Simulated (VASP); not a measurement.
Input of a VASP 6.6.1 run:

File INCAR:

```
SYSTEM = Mn
PREC = Accurate ; ENCUT = 600
EDIFF = 1E-6 ; ISMEAR = 0
SIGMA = 0.1 ; LREAL = .False.
LASPH = .True. ; NELM = 80
ALGO = Normal ; ISIF = 3
LWAVE = .False. ; LCHARG = .False.
GGA = PS ; IBRION = 2
NSW = 90 ; EDIFFG = -0.04
```

KPOINTS

```
Automatic mesh
0
Gamma
  6 6 6
  0 0 0
```

POSCAR

```
Mn
1.0
    2.0688369206     -4.0643773811      0.0000000000
    2.0688369206      4.0643773811      0.0000000000
    0.0000000000      0.0000000000      2.5998981690
Mn
4
Direct
    0.6184301908      0.3815698092      0.5239280053
    0.1184301908      0.8815698092      0.9760719947
    0.3815698092      0.6184301908      0.4760719947
    0.8815698092      0.1184301908      0.0239280053
```

Potentials or basis: VASP PAW PBE potentials, release 64 (Mn_pv).

Launch:

```console
$ cat potpaw_PBE.64/Mn_pv/POTCAR > POTCAR
$ mpirun -np 1 vasp_std > vasp.out
```

(1) What does it give for the space group after relaxing (to 0.1 Å)?

(2) Estimate the relaxed volume.

Results:

(1) Cmce (No. 64).

(2) 10.90 Å³/atom.

Caveat: the k points lie up to 0.41 Å⁻¹ apart in the final cell, too coarse for converged energies and pressures of a metal; atoms lie so close that the PAW spheres overlap strongly, which falsifies energies and pressures; the PAW data sets were made with another functional, which shifts forces and pressure a little; the run has no spin polarisation, though such a crystal can be magnetic.
